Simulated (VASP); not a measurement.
Runs of VASP 6.6.1 on KMgF3. The structure is that of space group P4/mmm (No. 123), or close to it. The cells are those of the table. 

```csv
cell,gap on the mesh (eV),pressure (GPa)
"a = 4.601, b = 4.601, c = 2.991 Å, 5 atoms",6.34,(b)
"a = 3.551, b = 3.551, c = 5.021 Å, 5 atoms",6.65,17.5
"a = 4.098, b = 4.098, c = 3.770 Å, 5 atoms",7.27,4.2
"a = 3.482, b = 3.482, c = 5.223 Å, 5 atoms",6.41,23.0
"a = 4.208, b = 4.208, c = 3.577 Å, 5 atoms",(c),6.8
"a = 3.652, b = 3.652, c = 4.748 Å, 5 atoms",6.91,(a)
```

Alike in all rows: task single point; level PBE; potentials or basis VASP PAW PBE potentials, release 64 (K_sv, Mg, F); no spin polarisation; k mesh 6 × 6 × 6; cutoff (eV) 520; smearing gaussian 0.05 eV.

Estimate the missing entries.

(a) 11.4; (b) 34.1; (c) 7.24.

A k mesh can miss the band edges.
